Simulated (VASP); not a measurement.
The system is PbS.

```
Pb S
1.0
     4.08970    0.00000    0.00000
    -2.04485    3.54178    0.00000
     0.00000    0.00000    3.78817
Pb S
1 1
Direct
  0.00000 0.00000 0.00000
  0.66667 0.33333 0.50000
```

Program: VASP 6.6.1. Alike in all runs: task single point; cell as given; cutoff (eV) 520.

**Question.** Order these runs on this cell by their pressure, lowest first.
A. level B3LYP; potentials or basis VASP PAW PBE potentials, release 64 (Pb_d, S); spin off; k mesh 4 × 4 × 4; smearing fermi-dirac 0.05 eV; grid for exact exchange (PRECFOCK) Normal; share of exact exchange 0.2
B. level PBE; potentials or basis VASP PAW PBE potentials, release 64 (Pb_d, S); spin off; k mesh 8 × 8 × 7; smearing gaussian 0.019 eV
C. level LDA; potentials or basis VASP PAW LDA potentials, release 64 (Pb_d, S); spin non-collinear, zero start, SOC; k mesh 6 × 6 × 5; smearing fermi-dirac 0.05 eV

**Answer.** C (-4.6 GPa), B (0.0 GPa), A (1.8 GPa).

Caveats: some runs use coarse meshes; the cell stands under tension (at least some runs); the PAW data sets were made with another functional, which shifts forces and pressure a little (at least some runs).
